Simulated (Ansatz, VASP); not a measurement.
# Two plane-wave programs on SnO

```xyz
4
Lattice="3.6715 0.0000 0.0000 0.0000 3.6715 0.0000 0.0000 0.0000 5.0349" Properties=species:S:1:pos:R:3 pbc="T T T"
Sn    0.0000    1.8357    1.2211
Sn    1.8357    0.0000    3.8138
O     0.0000    0.0000    0.0000
O     1.8357    1.8357    0.0000
```

Alike in both runs: task single point; functional PBEsol; k mesh 10 × 10 × 8; occupations gaussian, width 0.15 eV; no spin polarisation.

```csv
,VASP,Ansatz
version,VASP 6.6.1,Ansatz 0.2.0
potentials or method,"VASP PAW PBE potentials, release 64 (Sn_d, O), cutoff 520 eV","scalar-relativistic, plane waves, PAW"
valence electrons in the cell,40,40
```

Ansatz gave:

* gap on the k mesh at the Fermi level (eV): none
* pressure (GPa): 2.6
* traceless stress, the component that is largest in VASP (GPa): -5.70
* rms of the force components (eV/Å): 0.149

Estimate VASP's values.

gap on the k mesh at the Fermi level (eV): none; pressure (GPa): 2.9; traceless stress, the component that is largest in VASP (GPa): -5.65; rms of the force components (eV/Å): 0.110.

VASP's potentials were made for PBE, not for PBEsol. Atom by atom the forces differ by 0.039 eV/Å (rms over components). A gap of «none» marks a metal or a gap that the smearing closes.
